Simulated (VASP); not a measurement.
# Mo (Fm-3m) in VASP: further runs, part 2 of 2

VASP 6.6.1.

**4. Relaxation of cell and atoms, PBEsol**

This run uses another cell than the first one, of 15.52 Å³/atom, 0.948 times its volume.

INCAR

```
SYSTEM = Mo
ALGO     = Fast           ! electronic algorithm
EDIFF    = 1E-6           ! SCF threshold, eV
EDIFFG   = -0.005         ! ionic threshold
ENCUT    = 600            ! plane-wave cutoff, eV
GGA      = PS             ! functional
IBRION   = 2              ! ionic algorithm
ISIF     = 3              ! what is computed and relaxed
ISMEAR   = 0              ! smearing method
LASPH    = .TRUE.         ! aspherical terms in the spheres
LCHARG   = .FALSE.        ! write CHGCAR
LREAL    = .FALSE.        ! projectors in reciprocal space
LWAVE    = .FALSE.        ! write WAVECAR
NELM     = 80             ! most SCF steps
NSW      = 100            ! ionic steps
PREC     = Accurate       ! precision mode
SIGMA    = 0.1            ! smearing width, eV
```

KPOINTS

```
k-points
0
G
  18 18 18
  0 0 0
```

POSCAR

```
Mo
1.0
    0.0000000000     -1.9797729526     -1.9797729526
    1.9797729526      0.0000000000     -1.9797729526
    1.9797729526     -1.9797729526      0.0000000000
Mo
1
Direct
    0.0000000000      0.0000000000      0.0000000000
```

Potentials or basis: VASP PAW PBE potentials, release 64 (Mo_sv).

Launch:

```
$ cat potpaw_PBE.64/Mo_sv/POTCAR > POTCAR
$ mpirun -np 1 vasp_std > vasp.out
```

OUTCAR:

```text
SYSTEM = Mo
   EDIFF = 1E-6
   EDIFFG = -0.005
   ENCUT = 600
   GGA = PS
   IBRION = 2
   ISIF = 3
   ISMEAR = 0
   LASPH = .TRUE.
   LREAL = .FALSE.
   NELM = 80
   NSW = 100
   PREC = Accurate

 ion  position               nearest neighbor table
   1  0.000  0.000  0.000-

  LATTYP: Found a face centered cubic cell.
 ALAT       =     3.9595459052

  Lattice vectors:

 A1 = (   0.0000000000,  -1.9797729526,  -1.9797729526)
 A2 = (   1.9797729526,   0.0000000000,  -1.9797729526)
 A3 = (   1.9797729526,  -1.9797729526,   0.0000000000)

Analysis of symmetry for initial positions (statically):
[... 33 lines left out ...]
                                     Primitive cell

  volume of cell :      15.5194

  direct lattice vectors                    reciprocal lattice vectors
     0.000000000 -1.979772953 -1.979772953    -0.252554213 -0.252554213 -0.252554213
     1.979772953  0.000000000 -1.979772953     0.252554213  0.252554213 -0.252554213
     1.979772953 -1.979772953  0.000000000     0.252554213 -0.252554213  0.252554213

  length of vectors
     2.799821760  2.799821760  2.799821760     0.437436729  0.437436729  0.437436729

  position of ions in fractional coordinates (direct lattice)
     0.000000000  0.000000000  0.000000000

  ion indices of the primitive-cell ions
   primitive index   ion index
                 1           1
[... 225 lines left out ...]
--------------------------------------- Ionic step        4  -------------------------------------------

 number of electron      13.9999999 magnetization

 Free energy of the ion-electron system (eV)
  ---------------------------------------------------
  ext. energy  EPLUGINS =         0.00000000
  ---------------------------------------------------
  free energy    TOTEN  =       -11.34840483 eV

  energy without entropy =      -11.34231584  energy(sigma->0) =      -11.34536034

 E-fermi :  12.0808     XC(G=0): -13.5364

 val. band max:       12.0777321522   @ k =  -0.4444   0.1667   0.0000
 cond. band min:      12.0880885267   @ k =  -0.2778   0.1667   0.0556
 fundamental gap:      0.0103563745
 Fermi energy:        12.0808301087

 k-point     1 :       0.0000    0.0000    0.0000
  band No.  band energies     occupation
      1     -48.5053      2.00000
      2     -21.8043      2.00000
      3     -21.8043      2.00000
      4     -21.8043      2.00000
      5       5.2385      2.00000
      6      11.3488      2.00000
      7      11.3488      2.00000
      8      11.3488      2.00000
      9      14.1381      0.00000
     10      14.1381      0.00000
     11      25.2076      0.00000
[... 309 lines left out ...]
 k-point    24 :      -0.2222    0.0556    0.0000
  band No.  band energies     occupation
      1     -48.3814      2.00000
      2     -22.5104      2.00000
      3     -21.9419      2.00000
      4     -21.8776      2.00000
      5       7.1698      2.00000
      6      10.5799      2.00000
      7      11.7524      2.00000
      8      11.8619      1.99804
      9      13.7434      0.00000
     10      14.6794      0.00000
     11      26.1158      0.00000

 [... further k-points ...]

------------------------ aborting loop because EDIFF is reached ----------------------------------------

  FORCE on cell =-STRESS in cart. coord.  units (eV):
  Direction    XX          YY          ZZ          XY          YZ          ZX
  --------------------------------------------------------------------------------------
  -------------------------------------------------------------------------------------
  Total       -0.0034604     -0.0034604     -0.0034604     -0.0000000      0.0000000     -0.0000000
  in kB       -0.3562435     -0.3562435     -0.3562435     -0.0000000      0.0000000     -0.0000000
  external PRESSURE =      -0.3562435 kB  Pullay stress =       0.0000000 kB
[... 16 lines left out ...]
  FREE ENERGIE OF THE ION-ELECTRON SYSTEM (eV)
  ---------------------------------------------------
  free  energy   TOTEN  =       -11.3484048342 eV

  energy  without entropy=      -11.3423158441  energy(sigma->0) =      -11.34536034

 reached required accuracy - stopping structural energy minimisation
```

CONTCAR:

```text
Mo
   1.00000000000000
     0.0000000000000000   -1.9816261269261275   -1.9816261269261275
     1.9816261269261275    0.0000000000000000   -1.9816261269261275
     1.9816261269261275   -1.9816261269261275    0.0000000000000000
  Mo
     1
Direct
     0.0000000000000000    1.0000000000000000    1.0000000000000000

  0.00000000E+00  0.00000000E+00  0.00000000E+00
```

It took 28 s on 1 thread of Intel Xeon 6975P-C (Granite Rapids), shared host; peak memory 0.17 GiB.

Results:

| Item | Value |
| --- | --- |
| Free energy | -11.3484 eV |
| Relaxed volume | 15.56 Å³/atom |
| Relaxed cell | a = 2.802 Å, b = 2.802 Å, c = 2.802 Å, α = 60.00°, β = 60.00°, γ = 60.00° |
| Space group after relaxing (to 0.05 Å) | Fm-3m (No. 225) |
| Energy gained by relaxing | 0.1 meV/atom |
| Ionic steps | 4 |
| Pressure after relaxing | 0.0 GPa |
| Band gap on the k mesh | zero (band 7 reaches 16.26 eV, above the bottom of band 8 at 11.35 eV) |

Final structure:
```cif
data_structure
_symmetry_space_group_name_H-M 'P 1'
_symmetry_Int_Tables_number 1
_cell_length_a 2.8024
_cell_length_b 2.8024
_cell_length_c 2.8024
_cell_angle_alpha 60.000
_cell_angle_beta 60.000
_cell_angle_gamma 60.000
_cell_volume 15.56
loop_
_atom_site_label
_atom_site_type_symbol
_atom_site_fract_x
_atom_site_fract_y
_atom_site_fract_z
_atom_site_occupancy
Mo1 Mo 0.00000 0.00000 0.00000 1
```

Caveat: the PAW data sets were made with another functional, which shifts forces and pressure a little.

**5. Single point, PBEsol (strained)**

INCAR

```
ALGO     = Fast           # electronic algorithm
EDIFF    = 1E-6           # SCF threshold, eV
ENCUT    = 520            # plane-wave cutoff, eV
GGA      = PS             # functional
ISIF     = 2              # what is computed and relaxed
ISMEAR   = 0              # smearing method
LASPH    = T              # aspherical terms in the spheres
LCHARG   = F              # write CHGCAR
LREAL    = F              # projectors in reciprocal space
LWAVE    = F              # write WAVECAR
NBANDS   = 13             # bands
NELM     = 60             # most SCF steps
PREC     = Accurate       # precision mode
SIGMA    = 0.1            # smearing width, eV
```

KPOINTS

```
k-points
0
Gamma
  18 18 18
```

POSCAR

```
Mo
1.0
    0.0000000000      1.9814502500      1.9814502500
    1.9814502500      0.0000000000      1.9814502500
    1.9814502500      1.9814502500      0.0000000000
Mo
1
Direct
    0.0000000000      0.0000000000      0.0000000000
```

Potentials or basis: VASP PAW PBE potentials, release 64 (Mo_sv).

Launch:

```
$ cat potpaw_PBE.64/Mo_sv/POTCAR > POTCAR
$ mpirun -np 1 vasp_std > vasp.out
```

OUTCAR:

```text
EDIFF = 1E-6
   ENCUT = 520
   GGA = PS
   ISIF = 2
   ISMEAR = 0
   LASPH = T
   LREAL = F
   NELM = 60
   PREC = Accurate

 ion  position               nearest neighbor table
   1  0.000  0.000  0.000-

  LATTYP: Found a face centered cubic cell.
 ALAT       =     3.9629005000

  Lattice vectors:

 A1 = (   0.0000000000,   1.9814502500,   1.9814502500)
 A2 = (   1.9814502500,   0.0000000000,   1.9814502500)
 A3 = (   1.9814502500,   1.9814502500,   0.0000000000)

Analysis of symmetry for initial positions (statically):
[... 563 lines left out ...]

 [... further k-points ...]

------------------------ aborting loop because EDIFF is reached ----------------------------------------

  FORCE on cell =-STRESS in cart. coord.  units (eV):
  Direction    XX          YY          ZZ          XY          YZ          ZX
  --------------------------------------------------------------------------------------
  -------------------------------------------------------------------------------------
  Total        0.0099285      0.0099285      0.0099285      0.0000000     -0.0000000      0.0000000
  in kB        1.0223886      1.0223886      1.0223886      0.0000000     -0.0000000      0.0000000
  external PRESSURE =       1.0223886 kB  Pullay stress =       0.0000000 kB

 VOLUME and BASIS-vectors are now :
 -----------------------------------------------------------------------------
  energy-cutoff  :      520.00
  volume of cell :       15.56
      direct lattice vectors                 reciprocal lattice vectors
     0.000000000  1.981450250  1.981450250    -0.252340426  0.252340426  0.252340426
     1.981450250  0.000000000  1.981450250     0.252340426 -0.252340426  0.252340426
     1.981450250  1.981450250  0.000000000     0.252340426  0.252340426 -0.252340426

 POSITION                                       TOTAL-FORCE (eV/Angst)
 -----------------------------------------------------------------------------------
      0.00000      0.00000      0.00000         0.000000      0.000000      0.000000
 -----------------------------------------------------------------------------------
    total drift:                               -0.000000      0.000000      0.000000

  FREE ENERGIE OF THE ION-ELECTRON SYSTEM (eV)
  ---------------------------------------------------
  free  energy   TOTEN  =       -11.3483415562 eV

  energy  without entropy=      -11.3422529015  energy(sigma->0) =      -11.34529723
```

It took 13 s on 1 thread of Intel Xeon 6975P-C (Granite Rapids), shared host; peak memory 0.16 GiB.

What came out:

```
Free energy            : -11.3483 eV
Pressure               : 0.1 GPa
Band gap on the k mesh : zero (band 7 reaches 16.27 eV, above the bottom of band 8 at 11.35 eV)
```

Caveat: the cell differs from its parent crystal (strained); the PAW data sets were made with another functional, which shifts forces and pressure a little.

**6. The runs side by side**

| task | cell | k mesh | cutoff (eV) | gap on the mesh (eV) | pressure (GPa) |
| --- | --- | --- | --- | --- | --- |
| single point | a = 2.850 Å, angles 60.0°, 1 atom | 8 × 8 × 8 | 520 | none | -11.5 |
| single point | a = 2.801 Å, angles 60.0°, 1 atom | 18 × 18 × 18 | 520 | none | 0.5 |
| relaxation of cell and atoms | relaxed from a = 2.800 Å, angles 60.0°, 1 atom | 18 × 18 × 18 | 600 | none | 0.0 |
| single point | a = 2.802 Å, angles 60.0°, 1 atom | 18 × 18 × 18 | 520 | none | 0.1 |

Alike in all rows: level PBEsol; potentials or basis VASP PAW PBE potentials, release 64 (Mo_sv); no spin polarisation; smearing gaussian 0.1 eV.

Caveats: the PAW data sets were made with another functional, which shifts forces and pressure a little.

Total energies depend on the potentials used, so only differences within one code and one set of settings carry meaning.
